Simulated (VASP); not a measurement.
# GaN (P6_3mc) in VASP: single point with PBE0

Aim: the single point of GaN with PBE0.

Everything below comes from runs of VASP 6.6.1. Logs are shortened: lines on timing, memory, paths and dates and some standing lists are left out, and cuts for length are marked.

### Step 1. The cell of the first run

Symmetry: P6_3mc, No. 186, hexagonal system. Conventional cell: a = 3.177 Å, b = 3.177 Å, c = 5.175 Å, α = 90.00°, β = 90.00°, γ = 120.00°. Ga (site symmetry 3m) has 4 N at 1.94 to 1.95 Å within 2.6 Å. N (site symmetry 3m) has 4 Ga at 1.94 to 1.95 Å within 2.6 Å.

### Step 2. Single point, PBE0

Contents of POSCAR:

```
GaN
1.0
    3.1771651428      0.0000000001      0.0000000000
   -1.5885825715      2.7515057256      0.0000000000
    0.0000000000      0.0000000000      5.1752186774
Ga N
2 2
Direct
    0.3333333333      0.6666666667     -0.0008277438
    0.6666666667      0.3333333333      0.4991722562
    0.3333333333      0.6666666667      0.3758277438
    0.6666666667      0.3333333333      0.8758277438
```

Contents of INCAR.step1:

```
PREC = Accurate ; ENCUT = 520
EDIFF = 1E-5 ; ISMEAR = 0
SIGMA = 0.05 ; LREAL = F
LASPH = T ; NELM = 100
ALGO = Normal ; ISIF = 2
LWAVE = T ; LCHARG = F
NBANDS = 26 ; GGA = PE
```

Contents of INCAR.step2:

```
PREC = Accurate ; ENCUT = 520
EDIFF = 1E-6 ; ISMEAR = 0
SIGMA = 0.05 ; LREAL = F
LASPH = T ; NELM = 100
ALGO = Normal ; ISIF = 2
LWAVE = F ; LCHARG = F
GGA = PE ; LHFCALC = T
AEXX = 0.25 ; PRECFOCK = Normal
NBANDS = 26 ; ISTART = 1
```

Contents of KPOINTS:

```
Automatic mesh
0
Gamma
  4 4 4
```

Potentials or basis: VASP PAW PBE potentials, release 64 (Ga_d, N).

Command:

```console
> cat potpaw_PBE.64/Ga_d/POTCAR potpaw_PBE.64/N/POTCAR > POTCAR
> cp INCAR.step1 INCAR
> mpirun -np 1 vasp_std > vasp.out
> cp INCAR.step2 INCAR
> mpirun -np 1 vasp_std > vasp.out
```

OUTCAR:

```text
PREC = Accurate
   ENCUT = 520
   EDIFF = 1E-6
   ISMEAR = 0
   LREAL = F
   LASPH = T
   NELM = 100
   ISIF = 2
   GGA = PE
   LHFCALC = T
   AEXX = 0.25
   PRECFOCK = Normal
   ISTART = 1

 ion  position               nearest neighbor table
   1  0.333  0.667  0.999-   4 1.94   4 1.94   4 1.94   3 1.95
   2  0.667  0.333  0.499-   3 1.94   3 1.94   3 1.94   4 1.95
   3  0.333  0.667  0.376-   2 1.94   2 1.94   2 1.94   1 1.95
   4  0.667  0.333  0.876-   1 1.94   1 1.94   1 1.94   2 1.95

  LATTYP: Found a hexagonal cell.
 ALAT       =     3.1771651428
 C/A-ratio  =     1.6288793452

  Lattice vectors:

 A1 = (   3.1771651428,   0.0000000001,   0.0000000000)
 A2 = (  -1.5885825715,   2.7515057256,   0.0000000000)
 A3 = (   0.0000000000,   0.0000000000,   5.1752186774)

Analysis of symmetry for initial positions (statically):
=====================================================================
 Subroutine PRICEL returns:
 Original cell was already a primitive cell.

 Routine SETGRP: Setting up the symmetry group for a
 hexagonal supercell.

 Subroutine GETGRP returns: Found 12 space group operations
 (whereof  6 operations were pure point group operations)
 out of a pool of 24 trial point group operations.

The static configuration has the point symmetry C_3v.
 The point group associated with its full space group is C_6v.

Analysis of symmetry for dynamics (positions and initial velocities):
=====================================================================
 Subroutine PRICEL returns:
 Original cell was already a primitive cell.

 Routine SETGRP: Setting up the symmetry group for a
 hexagonal supercell.

 Subroutine GETGRP returns: Found 12 space group operations
 (whereof  6 operations were pure point group operations)
 out of a pool of 24 trial point group operations.

The dynamic configuration has the point symmetry C_3v.
 The point group associated with its full space group is C_6v.

 Subroutine INISYM returns: Found 12 space group operations
 (whereof  6 operations are pure point group operations),
 and found     1 'primitive' translations

----------------------------------------------------------------------------------------

[... 87 lines left out ...]
   IBRION =     -1    ionic relax: 0-MD 1-quasi-New 2-CG
   NFREE  =      0    steps in history (QN), initial steepest desc. (CG)
   ISIF   =      2    stress and relaxation
   ISYM   =      3    0-nonsym 1-usesym 2-fastsym
   POTIM  = 0.5000    time-step for ionic-motion
   TEBEG  =    0.0;   TEEND  =   0.0 temperature during run
   PSTRESS=    0.0 pullay stress
   NELECT =      36.0000    total number of electrons
   NUPDOWN=      -1.0000    fix difference up-down
   EMIN   =  10.00;   EMAX   =-10.00  energy-range for DOS
   EFERMI =   0.00;   METHOD = LEGACY
   ISMEAR =     0;   SIGMA  =   0.05  broadening in eV -4-tet -1-fermi 0-gaus
   EFERMI_NEDOS =   21; number of points for ismear=-14 and -15
   IALGO  =     38    algorithm
   IMIX   =      1    mixing-type and parameters
     AMIX     =   0.40;   BMIX     =  1.00
     AMIX_MAG =   1.60;   BMIX_MAG =  1.00
  volume/ion in A,a.u.               =      11.31        76.33
  Fermi-wavevector in a.u.,A,eV,Ry     =   1.517036  2.866783 31.312444  2.301400
  Thomas-Fermi vector in A             =   2.626346
   LORBIT       =      0    0 simple, 1 ext, 2 COOP (PROOUT), +10 PAW based schemes
   GGA     = PE    functional components
   LHFCALC =     T    Hartree Fock is set to
   PRECFOCK=normal    Normal, Fast or Accurate (Low or Medium for compatibility)
   ENCUT4O =  -1.0   cutoff for four orbital integrals eV
   NKREDX  =     1    reduce k-point grid by
   NKREDY  =     1    reduce k-point grid by
   NKREDZ  =     1    reduce k-point grid by
   AEXX    =    0.2500 exact exchange contribution
   HFSCREEN=    0.0000 screening length (either q_TF or 0.3 A-1)
   HFSCREENC=   0.0000 screening length for correlation (either q_TF or 0.3 A-1)
   ENCUTFOCK=  -1.0 apply spherical cutoff to Coloumb kernel
   IVDW    =     0    specifies the selected vdW correction
   LEPSILON=     F    determine dielectric tensor
   LRPA    =     F    only Hartree local field effects (RPA)
 non-spin polarized calculation
 Gauss-broadening in eV      SIGMA  =   0.05
  energy-cutoff  :      520.00
  volume of cell :       45.24
 maximum number of plane-waves:      1244
 NGX is ok and might be reduce to    24
  NGX = 18; NGY = 18; NGZ = 30

 number of electron      36.0000002 magnetization

 Free energy of the ion-electron system (eV)
  ---------------------------------------------------
  ext. energy  EPLUGINS =         0.00000000
  ---------------------------------------------------
  free energy    TOTEN  =       -31.34297876 eV

  energy without entropy =      -31.34297876  energy(sigma->0) =      -31.34297876

 E-fermi :   4.4892     XC(G=0):  -9.2000

 val. band max:        4.2203895587   @ k =   0.0000   0.0000   0.0000
 cond. band min:       8.2233160415   @ k =   0.0000   0.0000   0.0000
 fundamental gap:      4.0029264828
 Fermi energy:         4.4891591943

 k-point     1 :       0.0000    0.0000    0.0000
  band No.  band energies     occupation
      1     -13.3858      2.00000
      2     -12.7181      2.00000
      3     -11.3817      2.00000
      4     -11.3652      2.00000
      5     -11.3652      2.00000
      6     -11.3034      2.00000
[... 337 lines left out ...]
     25      19.1737      0.00000
     26      19.1737      0.00000

------------------------ aborting loop because EDIFF is reached ----------------------------------------

  FORCE on cell =-STRESS in cart. coord.  units (eV):
  Direction    XX          YY          ZZ          XY          YZ          ZX
  --------------------------------------------------------------------------------------
  -------------------------------------------------------------------------------------
  Total        0.3176996      0.3176996      0.0704363     -0.0000000      0.0000000      0.0000000
  in kB       11.2509270     11.2509270      2.4944109     -0.0000000      0.0000000      0.0000000
  external PRESSURE =       8.3320883 kB  Pullay stress =       0.0000000 kB

 VOLUME and BASIS-vectors are now :
 -----------------------------------------------------------------------------
  energy-cutoff  :      520.00
  volume of cell :       45.24
      direct lattice vectors                 reciprocal lattice vectors
     3.177165143  0.000000000  0.000000000     0.314745994  0.181718684  0.000000000
    -1.588582571  2.751505726  0.000000000    -0.000000000  0.363437368  0.000000000
     0.000000000  0.000000000  5.175218677     0.000000000  0.000000000  0.193228550

 POSITION                                       TOTAL-FORCE (eV/Angst)
 -----------------------------------------------------------------------------------
     -0.00000      1.83434      5.17093         0.000000     -0.000000     -0.016264
      1.58858      0.91717      2.58333        -0.000000      0.000000     -0.016264
     -0.00000      1.83434      1.94499        -0.000000      0.000000      0.016264
      1.58858      0.91717      4.53260        -0.000000     -0.000000      0.016264
 -----------------------------------------------------------------------------------
    total drift:                                0.000000     -0.000002     -0.001023

  FREE ENERGIE OF THE ION-ELECTRON SYSTEM (eV)
  ---------------------------------------------------
  free  energy   TOTEN  =       -31.3429787555 eV

  energy  without entropy=      -31.3429787555  energy(sigma->0) =      -31.34297876
```

OUTCAR.step1:

```text
PREC = Accurate
   ENCUT = 520
   EDIFF = 1E-5
   ISMEAR = 0
   LREAL = F
[... 565 lines left out ...]
     -0.00000      1.83434      5.17093         0.000000     -0.000000      0.002506
      1.58858      0.91717      2.58333        -0.000000      0.000000      0.002506
     -0.00000      1.83434      1.94499        -0.000000      0.000000     -0.002506
      1.58858      0.91717      4.53260         0.000000      0.000000     -0.002506
 -----------------------------------------------------------------------------------
    total drift:                               -0.000001     -0.000001      0.000003

  FREE ENERGIE OF THE ION-ELECTRON SYSTEM (eV)
  ---------------------------------------------------
  free  energy   TOTEN  =       -24.2240837047 eV

  energy  without entropy=      -24.2240837047  energy(sigma->0) =      -24.22408370
```

Run time: 44 min. Hardware: 1 thread of Intel Xeon Platinum 8259CL at 2.50GHz (Skylake/Cascade Lake), shared host; peak memory 0.17 GiB.

What came out:

```
Free energy            : -31.3430 eV
Pressure               : 0.8 GPa
Largest force          : 0.016 eV/Å
Band gap on the k mesh : 4.00 eV
```

Forces on the atoms (eV/Å):
```
Ga   0.000  0.000 -0.016
Ga   0.000  0.000 -0.016
N    0.000  0.000  0.016
N    0.000  0.000  0.016
```

Caveat: the k points lie up to 0.57 Å⁻¹ apart; the PAW data sets were made with another functional, which shifts forces and pressure a little.
